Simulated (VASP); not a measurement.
# NiO (Fm-3m) in VASP: notebook, part 3 of 3

VASP 6.6.1. Earlier steps stand in the parts before.

## Step 6: Single point, LDA, collinear spin, ferromagnetic start (volume scaled by 1.04)

Input file INCAR:

```
  PREC = Accurate
  ENCUT = 520
  EDIFF = 1E-7
  ISMEAR = -1
  SIGMA = 0.05
  LREAL = False
  LASPH = True
  NELM = 150
  ALGO = Normal
  ISIF = 2
  LWAVE = False
  LCHARG = False
  ISPIN = 2
  MAGMOM = 1 0
  LORBIT = 11
  LMAXMIX = 4
  GGA = CA
  NBANDS = 19
```

Input file KPOINTS:

```
regular mesh
0
Gamma
  11 11 11
```

Input file POSCAR:

```
NiO
1.0
    0.0000000000      2.1133508634      2.1133508634
    2.1133508634      0.0000000000      2.1133508634
    2.1133508634      2.1133508634      0.0000000000
Ni O
1 1
Direct
    0.0000000000      0.0000000000      0.0000000000
    0.5000000000      0.5000000000      0.5000000000
```

Potentials or basis: VASP PAW LDA potentials, release 64 (Ni, O).

The run is started by

```
cat potpaw_LDA.64/Ni/POTCAR potpaw_LDA.64/O/POTCAR > POTCAR
mpirun -np 1 vasp_std > vasp.out
```

OUTCAR:

```text
PREC = Accurate
   ENCUT = 520
   EDIFF = 1E-7
   ISMEAR = -1
   LREAL = False
   LASPH = True
   NELM = 150
   ISIF = 2
   ISPIN = 2
   LORBIT = 11
   GGA = CA

 ion  position               nearest neighbor table
   1  0.000  0.000  0.000-   2 2.11   2 2.11   2 2.11   2 2.11   2 2.11   2 2.11
   2  0.500  0.500  0.500-   1 2.11   1 2.11   1 2.11   1 2.11   1 2.11   1 2.11

  LATTYP: Found a face centered cubic cell.
 ALAT       =     4.2267017268

  Lattice vectors:

 A1 = (   0.0000000000,   2.1133508634,   2.1133508634)
 A2 = (   2.1133508634,   0.0000000000,   2.1133508634)
 A3 = (   2.1133508634,   2.1133508634,   0.0000000000)

Analysis of symmetry for initial positions (statically):
=====================================================================
 Subroutine PRICEL returns:
 Original cell was already a primitive cell.

 Routine SETGRP: Setting up the symmetry group for a
 face centered cubic supercell.

 Subroutine GETGRP returns: Found 48 space group operations
 (whereof 48 operations were pure point group operations)
 out of a pool of 48 trial point group operations.

The static configuration has the point symmetry O_h .

Analysis of symmetry for dynamics (positions and initial velocities):
=====================================================================
 Subroutine PRICEL returns:
 Original cell was already a primitive cell.

 Routine SETGRP: Setting up the symmetry group for a
 face centered cubic supercell.

 Subroutine GETGRP returns: Found 48 space group operations
 (whereof 48 operations were pure point group operations)
 out of a pool of 48 trial point group operations.

The dynamic configuration has the point symmetry O_h .

Analysis of structural, dynamic, and magnetic symmetry:
=====================================================================
 Subroutine PRICEL returns:
 Original cell was already a primitive cell.

 Routine SETGRP: Setting up the symmetry group for a
 face centered cubic supercell.

 Subroutine GETGRP returns: Found 48 space group operations
 (whereof 48 operations were pure point group operations)
 out of a pool of 48 trial point group operations.

The overall configuration has the point symmetry O_h .

 Subroutine INISYM returns: Found 48 space group operations
 (whereof 48 operations are pure point group operations),
 and found     1 'primitive' translations

----------------------------------------------------------------------------------------

                                     Primitive cell

  volume of cell :      18.8775

  direct lattice vectors                    reciprocal lattice vectors
     0.000000000  2.113350863  2.113350863    -0.236591097  0.236591097  0.236591097
     2.113350863  0.000000000  2.113350863     0.236591097 -0.236591097  0.236591097
     2.113350863  2.113350863  0.000000000     0.236591097  0.236591097 -0.236591097

  length of vectors
     2.988729453  2.988729453  2.988729453     0.409787801  0.409787801  0.409787801

  position of ions in fractional coordinates (direct lattice)
     0.000000000  0.000000000  0.000000000
     0.500000000  0.500000000  0.500000000

  ion indices of the primitive-cell ions
   primitive index   ion index
                 1           1
                 2           2
[... 58 lines left out ...]
   dimension x,y,z NGXF=    48 NGYF=   48 NGZF=   48
   ions per type =               1   1
   NGX,Y,Z   is equivalent  to a cutoff of  13.35, 13.35, 13.35 a.u.
   NGXF,Y,Z  is equivalent  to a cutoff of  26.70, 26.70, 26.70 a.u.
 SYSTEM =  unknown system
   PREC   = accura    normal or accurate (medium, high low for compatibility)
   ISTART =      0    job   : 0-new  1-cont  2-samecut
   ICHARG =      2    charge: 1-file 2-atom 10-const
   ISPIN  =      2    spin polarized calculation?
   LNONCOLLINEAR =      F non collinear calculations
   LSORBIT =      F    spin-orbit coupling
   LASPH  =      T    aspherical Exc in radial PAW
   ENCUT  =  520.0 eV  38.22 Ry    6.18 a.u.   5.56  5.56  5.56*2*pi/ulx,y,z
   NELM   =    150;   NELMIN=  2; NELMDL= -5     # of ELM steps
   EDIFF  = 0.1E-06   stopping-criterion for ELM
   LREAL  =      F    real-space projection
   EDIFFG = 0.1E-05   stopping-criterion for IOM
   NSW    =      0    number of steps for IOM
   IBRION =     -1    ionic relax: 0-MD 1-quasi-New 2-CG
   NFREE  =      0    steps in history (QN), initial steepest desc. (CG)
   ISIF   =      2    stress and relaxation
   ISYM   =      2    0-nonsym 1-usesym 2-fastsym
   POTIM  = 0.5000    time-step for ionic-motion
   TEBEG  =    0.0;   TEEND  =   0.0 temperature during run
   PSTRESS=    0.0 pullay stress
   NELECT =      16.0000    total number of electrons
   NUPDOWN=      -1.0000    fix difference up-down
   EMIN   =  10.00;   EMAX   =-10.00  energy-range for DOS
   EFERMI =   0.00;   METHOD = LEGACY
   ISMEAR =    -1;   SIGMA  =   0.05  broadening in eV -4-tet -1-fermi 0-gaus
   EFERMI_NEDOS =   21; number of points for ismear=-14 and -15
   IALGO  =     38    algorithm
   IMIX   =      4    mixing-type and parameters
     AMIX     =   0.40;   BMIX     =  1.00
     AMIX_MAG =   1.60;   BMIX_MAG =  1.00
  volume/ion in A,a.u.               =       9.44        63.70
  Fermi-wavevector in a.u.,A,eV,Ry     =   1.549292  2.927737 32.658133  2.400305
  Thomas-Fermi vector in A             =   2.654120
   LORBIT       =     11    0 simple, 1 ext, 2 COOP (PROOUT), +10 PAW based schemes
   GGA     = CA    functional components
   LHFCALC =     F    Hartree Fock is set to
   AEXX    =    0.0000 exact exchange contribution
   IVDW    =     0    specifies the selected vdW correction
   LEPSILON=     F    determine dielectric tensor
   LRPA    =     F    only Hartree local field effects (RPA)
 spin polarized calculation
  energy-cutoff  :      520.00
  volume of cell :       18.88
 maximum number of plane-waves:       532
 NGX is ok and might be reduce to    24
   NGX = 11   NGY = 11   NGZ = 11

 number of electron      16.0000016 magnetization       0.2220178

 Free energy of the ion-electron system (eV)
  ---------------------------------------------------
  ext. energy  EPLUGINS =         0.00000000
  ---------------------------------------------------
  free energy    TOTEN  =       -13.19317022 eV

  energy without entropy =      -13.17737703  energy(sigma->0) =      -13.18527363

 E-fermi :   6.9369     XC(G=0): -12.9669

 val. band max:        6.9321244392   @ k =  -0.3636   0.1818   0.0000
 cond. band min:       6.9380172099   @ k =   0.4545   0.3636   0.0909
 fundamental gap:      0.0058927707
 Fermi energy:         6.9369070344

 spin component 1

 k-point     1 :       0.0000    0.0000    0.0000
  band No.  band energies     occupation
      1     -12.8535      1.00000
      2       4.0148      1.00000
      3       4.0148      1.00000
      4       4.0148      1.00000
      5       5.2096      1.00000
      6       5.2096      1.00000
[... 517 lines left out ...]
     18      37.3699      0.00000
     19      38.4194      0.00000

 [... further k-points ...]

 spin component 2

 k-point     1 :       0.0000    0.0000    0.0000
  band No.  band energies     occupation
      1     -12.8090      1.00000
      2       4.0657      1.00000
      3       4.0657      1.00000
      4       4.0657      1.00000
      5       5.3354      1.00000
      6       5.3354      1.00000
[... 517 lines left out ...]
     18      37.4154      0.00000
     19      38.4812      0.00000

 [... further k-points ...]
[... 5 lines left out ...]
  --------------------------------------------------------------------------------------
  -------------------------------------------------------------------------------------
  Total       -3.0136240     -3.0136240     -3.0136240      0.0000000     -0.0000000      0.0000000
  in kB     -255.7730840   -255.7730840   -255.7730840      0.0000000     -0.0000000      0.0000000
  external PRESSURE =    -255.7730840 kB  Pullay stress =       0.0000000 kB

 VOLUME and BASIS-vectors are now :
 -----------------------------------------------------------------------------
  energy-cutoff  :      520.00
  volume of cell :       18.88
      direct lattice vectors                 reciprocal lattice vectors
     0.000000000  2.113350863  2.113350863    -0.236591097  0.236591097  0.236591097
     2.113350863  0.000000000  2.113350863     0.236591097 -0.236591097  0.236591097
     2.113350863  2.113350863  0.000000000     0.236591097  0.236591097 -0.236591097

 POSITION                                       TOTAL-FORCE (eV/Angst)
 -----------------------------------------------------------------------------------
      0.00000      0.00000      0.00000         0.000000     -0.000000     -0.000000
      2.11335      2.11335      2.11335        -0.000000      0.000000      0.000000
 -----------------------------------------------------------------------------------
    total drift:                                0.000000     -0.000000     -0.000000

  FREE ENERGIE OF THE ION-ELECTRON SYSTEM (eV)
  ---------------------------------------------------
  free  energy   TOTEN  =       -13.1931702244 eV

  energy  without entropy=      -13.1773770325  energy(sigma->0) =      -13.18527363

 total charge

# of ion       s       p       d       tot
------------------------------------------
    1        0.318   0.367   8.335   9.020
    2        1.562   3.313   0.000   4.876
--------------------------------------------------
tot          1.881   3.680   8.335  13.896

 magnetization (x)

# of ion       s       p       d       tot
------------------------------------------
    1        0.002   0.003   0.184   0.189
    2        0.004   0.023   0.000   0.027
--------------------------------------------------
tot          0.006   0.025   0.184   0.216
```

stdout:

```text
POSCAR found type information on POSCAR NiO
 POSCAR found :  2 types and       2 ions
 scaLAPACK will be used
 LDA part: xc-table for (Slater(with rela. corr.)+CA(PZ))
 , standard interpolation
 POSCAR, INCAR and KPOINTS ok, starting setup
 FFT: planning ... GRIDC
 FFT: planning ... GRID_SOFT
 FFT: planning ... GRID
 WAVECAR not read
 entering main loop
```

Wall time 1.7 min (1 thread of AMD EPYC 7R13, shared host); peak memory 0.13 GiB.

Results:

```yaml
Free_energy: -13.1932 eV
Pressure: -25.6 GPa
Net_moment: 0.22 μB per cell
Site_moments: Ni +0.19; O +0.03 μB
Valence_electrons_inside_the_program's_atomic_spheres: Ni 9.02; O 4.88
```

Caveat: semilocal functionals often make such compounds metallic where correlation or magnetic order opens a gap, which also shifts bond lengths.

## Step 7: Summary

```csv
cell,gap on the mesh (eV),pressure (GPa),moment (μB)
"a = 2.890 Å, angles 60.0°, 2 atoms",none,-7.4,0.27
"a = 2.930 Å, angles 60.0°, 2 atoms",none,-16.0,0.25
"a = 2.950 Å, angles 60.0°, 2 atoms",none,-19.6,0.24
"a = 2.969 Å, angles 60.0°, 2 atoms",none,-22.8,0.23
"a = 2.989 Å, angles 60.0°, 2 atoms",none,-25.6,0.22
```

Alike in all rows: task single point; level LDA; potentials or basis VASP PAW LDA potentials, release 64 (Ni, O); spin collinear, ferromagnetic start; k mesh 11 × 11 × 11; cutoff (eV) 520; smearing fermi-dirac 0.05 eV.

Caveats: semilocal functionals often make such compounds metallic where correlation or magnetic order opens a gap, which also shifts bond lengths.

Absolute energies hang on the potentials; compare differences alone.
